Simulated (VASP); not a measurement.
A run of VASP 6.6.1 is set up as follows.

The input POSCAR:

```
HfO2
1.0
    0.1399273969      2.5785649893      2.5785649893
    2.5785649893      0.1399273969      2.5785649893
    2.5785649893      2.5785649893      0.1399273969
Hf O
1 2
Direct
    0.0000000000      0.0000000000      0.0000000000
    0.2467702832      0.2467702832      0.2467702832
    0.7532297168      0.7532297168      0.7532297168
```

Contents of INCAR.step1:

```
PREC = Accurate
ENCUT = 520
ISMEAR = 0
SIGMA = 0.01
LREAL = F
LASPH = T
NELM = 100
NBANDS = 18
GGA = PE
ALGO = Normal
EDIFF = 1E-4
LWAVE = T
LCHARG = F
```

The input INCAR.step2:

```
PREC = Accurate
ENCUT = 520
EDIFF = 1E-6
ISMEAR = 0
SIGMA = 0.01
LREAL = F
LASPH = T
NELM = 100
ALGO = Normal
ISIF = 2
LWAVE = F
LCHARG = F
METAGGA = R2SCAN
LMIXTAU = T
NBANDS = 18
ISTART = 1
```

KPOINTS

```
regular mesh
0
Gamma
  8 8 8
```

Potentials or basis: VASP PAW PBE potentials, release 64 (Hf_pv, O).

The run is started by

```console
$ cat potpaw_PBE.64/Hf_pv/POTCAR potpaw_PBE.64/O/POTCAR > POTCAR
$ cp INCAR.step1 INCAR
$ mpirun -np 1 vasp_std > vasp.out
$ cp INCAR.step2 INCAR
$ mpirun -np 1 vasp_std > vasp.out
```

Estimate the pressure.

4.4 GPa.

Estimate the band gap on the k mesh.

4.43 eV, direct.

Forces on the atoms (eV/Å):
```
Hf   0.000  0.000  0.000
O    0.037  0.037  0.037
O   -0.037 -0.037 -0.037
```

Caveat: the cell differs from its parent crystal (epitaxial 111 strain -3.6%); the PAW data sets were made with another functional, which shifts forces and pressure a little; spin-orbit coupling is left out, which moves the levels of the heavy elements. A k mesh can miss the band edges.
